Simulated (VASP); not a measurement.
# Ga3H (Fm-3m) in VASP: a series of runs

The runs below take Ga3H through single point, relaxation of cell and atoms, with PBE.

Program: VASP 6.6.1. These are calculated values, not measurements. Logs are shortened: lines on timing, memory, paths and dates and some standing lists are left out, and cuts for length are marked.

**1. The cell of the first run**

It takes space group Fm-3m (No. 225, cubic). Conventional cell: a = 6.263 Å, b = 6.263 Å, c = 6.263 Å, α = 90.00°, β = 90.00°, γ = 90.00°. Ga (site symmetry -43m) has 10 Ga at 2.71 to 3.13 Å and 4 H at 2.71 Å within 3.6 Å. Within 3.6 Å of Ga (site symmetry m-3m) lie 8 Ga at 2.71 Å and 6 H at 3.13 Å. Within 3.6 Å of H (site symmetry m-3m) lie 14 Ga at 2.71 to 3.13 Å.

**2. Single point, PBE**

Contents of INCAR:

```
SYSTEM = Ga3H
ALGO = Normal
EDIFF = 1E-7
ENCUT = 520
GGA = PE
ISIF = 2
ISMEAR = 0
LASPH = .True.
LCHARG = .False.
LREAL = .False.
LWAVE = .False.
NBANDS = 28
NELM = 100
PREC = Accurate
SIGMA = 0.1
```

Contents of KPOINTS:

```
k-points
0
Gamma
  12 12 12
  0 0 0
```

Contents of POSCAR:

```
Ga3H
1.0
    0.0000000000      3.1316335179      3.1316335179
    3.1316335179      0.0000000000      3.1316335179
    3.1316335179      3.1316335179      0.0000000000
Ga H
3 1
Direct
    0.2500000000      0.2500000000      0.2500000000
    0.5000000000      0.5000000000      0.5000000000
    0.7500000000      0.7500000000      0.7500000000
    0.0000000000      0.0000000000      0.0000000000
```

Potentials or basis: VASP PAW PBE potentials, release 64 (Ga_d, H).

The run is started by

```
$ cat potpaw_PBE.64/Ga_d/POTCAR potpaw_PBE.64/H/POTCAR > POTCAR
$ mpirun -np 1 vasp_std > vasp.out
```

OUTCAR:

```text
SYSTEM = Ga3H
   EDIFF = 1E-7
   ENCUT = 520
   GGA = PE
   ISIF = 2
   ISMEAR = 0
   LASPH = .True.
   LREAL = .False.
   NELM = 100
   PREC = Accurate

 ion  position               nearest neighbor table
   1  0.250  0.250  0.250-   2 2.71   2 2.71   2 2.71   2 2.71
   2  0.500  0.500  0.500-   1 2.71   3 2.71   1 2.71   1 2.71   1 2.71   3 2.71   3 2.71   3 2.71

   3  0.750  0.750  0.750-   2 2.71   2 2.71   2 2.71   2 2.71
   4  0.000  0.000  0.000-

  LATTYP: Found a face centered cubic cell.
 ALAT       =     6.2632670358

  Lattice vectors:

 A1 = (   0.0000000000,   3.1316335179,   3.1316335179)
 A2 = (   3.1316335179,   0.0000000000,   3.1316335179)
 A3 = (   3.1316335179,   3.1316335179,   0.0000000000)

Analysis of symmetry for initial positions (statically):
=====================================================================
 Subroutine PRICEL returns:
 Original cell was already a primitive cell.

 Routine SETGRP: Setting up the symmetry group for a
 face centered cubic supercell.

 Subroutine GETGRP returns: Found 48 space group operations
 (whereof 48 operations were pure point group operations)
 out of a pool of 48 trial point group operations.

The static configuration has the point symmetry O_h .

Analysis of symmetry for dynamics (positions and initial velocities):
=====================================================================
 Subroutine PRICEL returns:
 Original cell was already a primitive cell.

 Routine SETGRP: Setting up the symmetry group for a
 face centered cubic supercell.

 Subroutine GETGRP returns: Found 48 space group operations
 (whereof 48 operations were pure point group operations)
 out of a pool of 48 trial point group operations.

The dynamic configuration has the point symmetry O_h .

 Subroutine INISYM returns: Found 48 space group operations
 (whereof 48 operations are pure point group operations),
 and found     1 'primitive' translations

----------------------------------------------------------------------------------------

                                     Primitive cell

  volume of cell :      61.4247

  direct lattice vectors                    reciprocal lattice vectors
[... 87 lines left out ...]
   LSORBIT =      F    spin-orbit coupling
   LASPH  =      T    aspherical Exc in radial PAW
   ENCUT  =  520.0 eV  38.22 Ry    6.18 a.u.   8.23  8.23  8.23*2*pi/ulx,y,z
   NELM   =    100;   NELMIN=  2; NELMDL= -5     # of ELM steps
   EDIFF  = 0.1E-06   stopping-criterion for ELM
   LREAL  =      F    real-space projection
   EDIFFG = 0.1E-05   stopping-criterion for IOM
   NSW    =      0    number of steps for IOM
   IBRION =     -1    ionic relax: 0-MD 1-quasi-New 2-CG
   NFREE  =      0    steps in history (QN), initial steepest desc. (CG)
   ISIF   =      2    stress and relaxation
   ISYM   =      2    0-nonsym 1-usesym 2-fastsym
   POTIM  = 0.5000    time-step for ionic-motion
   TEBEG  =    0.0;   TEEND  =   0.0 temperature during run
   PSTRESS=    0.0 pullay stress
   NELECT =      40.0000    total number of electrons
   NUPDOWN=      -1.0000    fix difference up-down
   EMIN   =  10.00;   EMAX   =-10.00  energy-range for DOS
   EFERMI =   0.00;   METHOD = LEGACY
   ISMEAR =     0;   SIGMA  =   0.10  broadening in eV -4-tet -1-fermi 0-gaus
   EFERMI_NEDOS =   21; number of points for ismear=-14 and -15
   IALGO  =     38    algorithm
   IMIX   =      4    mixing-type and parameters
     AMIX     =   0.40;   BMIX     =  1.00
     AMIX_MAG =   1.60;   BMIX_MAG =  1.00
  volume/ion in A,a.u.               =      15.36       103.63
  Fermi-wavevector in a.u.,A,eV,Ry     =   1.418994  2.681510 27.395929  2.013544
  Thomas-Fermi vector in A             =   2.540061
   LORBIT       =      0    0 simple, 1 ext, 2 COOP (PROOUT), +10 PAW based schemes
   GGA     = PE    functional components
   LHFCALC =     F    Hartree Fock is set to
   AEXX    =    0.0000 exact exchange contribution
   IVDW    =     0    specifies the selected vdW correction
   LEPSILON=     F    determine dielectric tensor
   LRPA    =     F    only Hartree local field effects (RPA)
 non-spin polarized calculation
 Gauss-broadening in eV      SIGMA  =   0.10
  energy-cutoff  :      520.00
  volume of cell :       61.42
 maximum number of plane-waves:      1676
 NGX is ok and might be reduce to    36
   NGX = 17   NGY = 17   NGZ = 17

 number of electron      39.9999990 magnetization

 Free energy of the ion-electron system (eV)
  ---------------------------------------------------
  ext. energy  EPLUGINS =         0.00000000
  ---------------------------------------------------
  free energy    TOTEN  =       -10.65871538 eV

  energy without entropy =      -10.65001367  energy(sigma->0) =      -10.65436452

 E-fermi :   4.7640     XC(G=0): -10.8398

 val. band max:        4.7572288594   @ k =   0.5000   0.3333   0.0833
 cond. band min:       4.7653669697   @ k =  -0.4167   0.4167   0.1667
 fundamental gap:      0.0081381102
 Fermi energy:         4.7639809838

 k-point     1 :       0.0000    0.0000    0.0000
  band No.  band energies     occupation
      1     -10.2466      2.00000
      2     -10.2466      2.00000
      3     -10.1959      2.00000
      4     -10.1959      2.00000
      5     -10.1959      2.00000
      6     -10.0713      2.00000
[... 733 lines left out ...]
     27      14.3959      0.00000
     28      15.5767      0.00000

 [... further k-points ...]

------------------------ aborting loop because EDIFF is reached ----------------------------------------

  FORCE on cell =-STRESS in cart. coord.  units (eV):
  Direction    XX          YY          ZZ          XY          YZ          ZX
  --------------------------------------------------------------------------------------
  -------------------------------------------------------------------------------------
  Total        0.0188078      0.0188078      0.0188078     -0.0000000     -0.0000000     -0.0000000
  in kB        0.4905744      0.4905744      0.4905744     -0.0000000     -0.0000000     -0.0000000
  external PRESSURE =       0.4905744 kB  Pullay stress =       0.0000000 kB

 VOLUME and BASIS-vectors are now :
 -----------------------------------------------------------------------------
  energy-cutoff  :      520.00
  volume of cell :       61.42
      direct lattice vectors                 reciprocal lattice vectors
     0.000000000  3.131633518  3.131633518    -0.159661083  0.159661083  0.159661083
     3.131633518  0.000000000  3.131633518     0.159661083 -0.159661083  0.159661083
     3.131633518  3.131633518  0.000000000     0.159661083  0.159661083 -0.159661083

 POSITION                                       TOTAL-FORCE (eV/Angst)
 -----------------------------------------------------------------------------------
      1.56582      1.56582      1.56582         0.000000      0.000000      0.000000
      3.13163      3.13163      3.13163         0.000000     -0.000000      0.000000
      4.69745      4.69745      4.69745        -0.000000     -0.000000     -0.000000
      0.00000      0.00000      0.00000         0.000000     -0.000000      0.000000
 -----------------------------------------------------------------------------------
    total drift:                                0.000000      0.000000      0.000000

  FREE ENERGIE OF THE ION-ELECTRON SYSTEM (eV)
  ---------------------------------------------------
  free  energy   TOTEN  =       -10.6587153778 eV

  energy  without entropy=      -10.6500136713  energy(sigma->0) =      -10.65436452
```

OSZICAR:

```text
N       E                     dE             d eps       ncg     rms          rms(c)
DAV:   1     0.245969589387E+03    0.24597E+03   -0.19296E+04  4156   0.262E+03
DAV:   2     0.172434047407E+02   -0.22873E+03   -0.22346E+03  4144   0.477E+02
DAV:   3    -0.102516326117E+02   -0.27495E+02   -0.27190E+02  4524   0.131E+02
DAV:   4    -0.109499051827E+02   -0.69827E+00   -0.69653E+00  4760   0.228E+01
DAV:   5    -0.109621213164E+02   -0.12216E-01   -0.12214E-01  4696   0.312E+00    0.277E+00
DAV:   6    -0.106724072343E+02    0.28971E+00   -0.90899E-01  5312   0.782E+00    0.926E-01
DAV:   7    -0.106618373626E+02    0.10570E-01   -0.99284E-02  4484   0.205E+00    0.442E-01
DAV:   8    -0.106589315099E+02    0.29059E-02   -0.15359E-02  4852   0.345E+00    0.107E-01
DAV:   9    -0.106587191021E+02    0.21241E-03   -0.34153E-03  5304   0.128E+00    0.458E-02
DAV:  10    -0.106587170556E+02    0.20465E-05   -0.10701E-03  6624   0.619E-01    0.259E-02
DAV:  11    -0.106587160076E+02    0.10480E-05   -0.34507E-04  4520   0.188E-01    0.934E-03
DAV:  12    -0.106587160017E+02    0.59372E-08   -0.47737E-05  5636   0.126E-01    0.460E-03
DAV:  13    -0.106587160950E+02   -0.93315E-07   -0.78409E-06  4492   0.735E-02    0.281E-03
DAV:  14    -0.106587153808E+02    0.71424E-06   -0.25914E-06  5828   0.232E-02    0.417E-04
DAV:  15    -0.106587153778E+02    0.29759E-08   -0.45941E-07  3992   0.936E-03
   1 F= -.10658715E+02 E0= -.10654365E+02  d E =-.870171E-02
```

Run time: 2.3 min. Hardware: 1 thread of Intel Xeon Platinum 8259CL at 2.50GHz (Skylake/Cascade Lake), shared host; peak memory 0.26 GiB.

What came out:

- Free energy: -10.6587 eV
- Pressure: 0.0 GPa
- Band gap on the k mesh: zero (band 20 reaches 5.65 eV, above the bottom of band 21 at 2.25 eV)

Levels at points of the mesh, in eV from the Fermi level:
```csv
k point,band 16,band 17,band 18,band 19,band 20,band 21,band 22,band 23,band 24,band 25
"(0.00, 0.00, 0.00)",-10.92,-0.76,-0.67,0.88,0.88,0.88,1.40,1.40,1.40,3.04
"(0.50, 0.00, 0.00)",-8.37,-7.54,-1.24,-0.86,-0.51,-0.51,1.50,1.50,5.05,7.73
"(0.50, 0.50, 0.00)",-7.15,-7.02,-3.65,-2.72,-2.72,-2.52,6.11,7.24,7.24,8.54
```

**3. Relaxation of cell and atoms, PBE**

This run uses another cell than the first one, of 15.48 Å³/atom, 1.008 times its volume.

Contents of INCAR:

```
ALGO = Normal
EDIFF = 1E-6
EDIFFG = -0.01
ENCUT = 600
GGA = PE
IBRION = 2
ISIF = 3
ISMEAR = 0
LASPH = T
LCHARG = F
LREAL = F
LWAVE = F
NELM = 100
NSW = 100
PREC = Accurate
SIGMA = 0.1
```

Contents of KPOINTS:

```
k-points
0
Gamma
  12 12 12
```

Contents of POSCAR:

```
Ga3H
1.0
    0.0000000000      3.1399062442      3.1399062442
    3.1399062442      0.0000000000      3.1399062442
    3.1399062442      3.1399062442      0.0000000000
Ga H
3 1
Direct
    0.2500000000      0.2500000000      0.2500000000
    0.5000000000      0.5000000000      0.5000000000
    0.7500000000      0.7500000000      0.7500000000
    0.0000000000      0.0000000000      0.0000000000
```

Potentials or basis: VASP PAW PBE potentials, release 64 (Ga_d, H).

The run is started by

```
$ cat potpaw_PBE.64/Ga_d/POTCAR potpaw_PBE.64/H/POTCAR > POTCAR
$ mpirun -np 1 vasp_std > vasp.out
```

OUTCAR:

```text
EDIFF = 1E-6
   EDIFFG = -0.01
   ENCUT = 600
   GGA = PE
   IBRION = 2
   ISIF = 3
   ISMEAR = 0
   LASPH = T
   LREAL = F
   NELM = 100
   NSW = 100
   PREC = Accurate

 ion  position               nearest neighbor table
   1  0.250  0.250  0.250-   2 2.72   2 2.72   2 2.72   2 2.72
   2  0.500  0.500  0.500-   1 2.72   1 2.72   1 2.72   1 2.72   3 2.72   3 2.72   3 2.72   3 2.72

   3  0.750  0.750  0.750-   2 2.72   2 2.72   2 2.72   2 2.72
   4  0.000  0.000  0.000-

  LATTYP: Found a face centered cubic cell.
 ALAT       =     6.2798124884

  Lattice vectors:

 A1 = (   0.0000000000,   3.1399062442,   3.1399062442)
 A2 = (   3.1399062442,   0.0000000000,   3.1399062442)
 A3 = (   3.1399062442,   3.1399062442,   0.0000000000)

Analysis of symmetry for initial positions (statically):
=====================================================================
 Subroutine PRICEL returns:
 Original cell was already a primitive cell.

 Routine SETGRP: Setting up the symmetry group for a
 face centered cubic supercell.

[... 218 lines left out ...]

 E-fermi :   4.7571     XC(G=0): -10.8360

 val. band max:        4.7503608995   @ k =   0.5000   0.3333   0.0833
 cond. band min:       4.7582092023   @ k =  -0.4167   0.4167   0.1667
 fundamental gap:      0.0078483027
 Fermi energy:         4.7571259520

 k-point     1 :       0.0000    0.0000    0.0000
  band No.  band energies     occupation
      1     -10.2525      2.00000
      2     -10.2525      2.00000
      3     -10.2017      2.00000
      4     -10.2017      2.00000
      5     -10.2017      2.00000
      6     -10.0778      2.00000
[... 637 lines left out ...]
     23       8.0298      0.00000
     24       9.7606      0.00000

 [... further k-points ...]

------------------------ aborting loop because EDIFF is reached ----------------------------------------

  FORCE on cell =-STRESS in cart. coord.  units (eV):
  Direction    XX          YY          ZZ          XY          YZ          ZX
  --------------------------------------------------------------------------------------
  -------------------------------------------------------------------------------------
  Total       -0.0198663     -0.0198663     -0.0198663      0.0000000      0.0000000     -0.0000000
  in kB       -0.5177901     -0.5177901     -0.5177901      0.0000000      0.0000000     -0.0000000
  external PRESSURE =      -0.5177901 kB  Pullay stress =       0.0000000 kB

 VOLUME and BASIS-vectors are now :
 -----------------------------------------------------------------------------
  energy-cutoff  :      600.00
  volume of cell :       61.47
      direct lattice vectors                 reciprocal lattice vectors
    -0.000000000  3.132427849  3.132427849    -0.159620596  0.159620596  0.159620596
     3.132427849 -0.000000000  3.132427849     0.159620596 -0.159620596  0.159620596
     3.132427849  3.132427849  0.000000000     0.159620596  0.159620596 -0.159620596

 POSITION                                       TOTAL-FORCE (eV/Angst)
 -----------------------------------------------------------------------------------
      1.56621      1.56621      1.56621         0.000000     -0.000000     -0.000000
      3.13243      3.13243      3.13243         0.000000      0.000000      0.000000
      4.69864      4.69864      4.69864        -0.000000     -0.000000      0.000000
      3.13243      3.13243      0.00000         0.000000      0.000000      0.000000
 -----------------------------------------------------------------------------------
    total drift:                                0.000000      0.000000      0.000000

  FREE ENERGIE OF THE ION-ELECTRON SYSTEM (eV)
  ---------------------------------------------------
  free  energy   TOTEN  =       -10.6586818917 eV

  energy  without entropy=      -10.6499693172  energy(sigma->0) =      -10.65432560

 reached required accuracy - stopping structural energy minimisation
```

CONTCAR:

```text
Ga3H
   1.00000000000000
    -0.0000000000000000    3.1324278491892734    3.1324278491892734
     3.1324278491892734   -0.0000000000000000    3.1324278491892734
     3.1324278491892734    3.1324278491892734    0.0000000000000000
  Ga              H
     3     1
Direct
     0.2500000000000000    0.2500000000000000    0.2500000000000000
     0.5000000000000000    0.5000000000000000    0.5000000000000000
     0.7500000000000000    0.7500000000000000    0.7500000000000000
     0.0000000000000000    0.0000000000000000    1.0000000000000000

  0.00000000E+00  0.00000000E+00  0.00000000E+00
  0.00000000E+00  0.00000000E+00  0.00000000E+00
  0.00000000E+00  0.00000000E+00  0.00000000E+00
  0.00000000E+00  0.00000000E+00  0.00000000E+00
```

It took 3 min on 1 thread of Intel Xeon Platinum 8259CL at 2.50GHz (Skylake/Cascade Lake), shared host; peak memory 0.27 GiB.

Results:

| Item | Value |
| --- | --- |
| Free energy | -10.6587 eV |
| Relaxed volume | 15.37 Å³/atom |
| Relaxed cell | a = 4.430 Å, b = 4.430 Å, c = 4.430 Å, α = 60.00°, β = 60.00°, γ = 60.00° |
| Space group after relaxing (to 0.05 Å) | Fm-3m (No. 225) |
| Energy gained by relaxing | 0.1 meV/atom |
| Ionic steps | 2 |
| Pressure after relaxing | -0.1 GPa |
| Band gap on the k mesh | zero (band 20 reaches 5.64 eV, above the bottom of band 21 at 2.24 eV) |

Step by step:
```tsv
step	energy change (eV)	largest force (eV/Å)	pressure (GPa)	volume (Å³)
1	0.0000	0.0000	-0.51	61.91
2	-0.0005	0.0000	-0.05	61.47
```

Final structure:
```
Ga H
1.0
     0.00000    3.13243    3.13243
     3.13243    0.00000    3.13243
     3.13243    3.13243    0.00000
Ga H
3 1
Cartesian
  1.5662 1.5662 1.5662
  3.1324 3.1324 3.1324
  4.6986 4.6986 4.6986
  3.1324 3.1324 0.0000
```

Levels at points of the mesh, in eV from the Fermi level:
| k point | band 16 | band 17 | band 18 | band 19 | band 20 | band 21 | band 22 | band 23 | band 24 |
| --- | --- | --- | --- | --- | --- | --- | --- | --- | --- |
| (0.00, 0.00, 0.00) | -10.91 | -0.77 | -0.68 | 0.88 | 0.88 | 0.88 | 1.40 | 1.40 | 1.40 |
| (0.50, 0.00, 0.00) | -8.37 | -7.54 | -1.24 | -0.86 | -0.51 | -0.51 | 1.50 | 1.50 | 5.05 |
| (0.50, 0.50, 0.00) | -7.15 | -7.02 | -3.65 | -2.72 | -2.72 | -2.52 | 6.11 | 7.23 | 7.23 |

**4. Single point, PBE**

Contents of INCAR:

```
PREC = Accurate
ENCUT = 520
EDIFF = 1E-7
ISMEAR = 0
SIGMA = 0.1
LREAL = F
LASPH = T
NELM = 100
ALGO = Normal
ISIF = 2
LWAVE = F
LCHARG = F
GGA = PE
NBANDS = 28
```

Contents of KPOINTS:

```
Automatic mesh
0
Gamma
  12 12 12
```

Contents of POSCAR:

```
Ga3H
1.0
    0.0000000000      3.1316335179      3.1316335179
    3.1316335179      0.0000000000      3.1316335179
    3.1316335179      3.1316335179      0.0000000000
Ga H
3 1
Direct
    0.2500000000      0.2500000000      0.2500000000
    0.5000000000      0.5000000000      0.5000000000
    0.7500000000      0.7500000000      0.7500000000
    0.0000000000      0.0000000000      0.0000000000
```

The run is started by

```
$ cat potpaw_PBE.64/Ga_d/POTCAR potpaw_PBE.64/H/POTCAR > POTCAR
$ mpirun -np 1 vasp_std > vasp.out
```

Run time: 2.2 min. Hardware: 1 thread of Intel Xeon Platinum 8259CL at 2.50GHz (Skylake/Cascade Lake), shared host; peak memory 0.26 GiB.

It converged, with:

| Quantity | Value |
| --- | --- |
| Free energy | -10.6587 eV |
| Pressure | 0.0 GPa |
| Band gap on the k mesh | zero (band 20 reaches 5.65 eV, above the bottom of band 21 at 2.25 eV) |

Levels at points of the mesh, in eV from the Fermi level:
```csv
k point,band 18,band 19,band 20,band 21,band 22,band 23
"(0.00, 0.00, 0.00)",-0.67,0.88,0.88,0.88,1.40,1.40
"(0.50, 0.00, 0.00)",-1.24,-0.86,-0.51,-0.51,1.50,1.50
"(0.50, 0.50, 0.00)",-3.65,-2.72,-2.72,-2.52,6.11,7.24
```
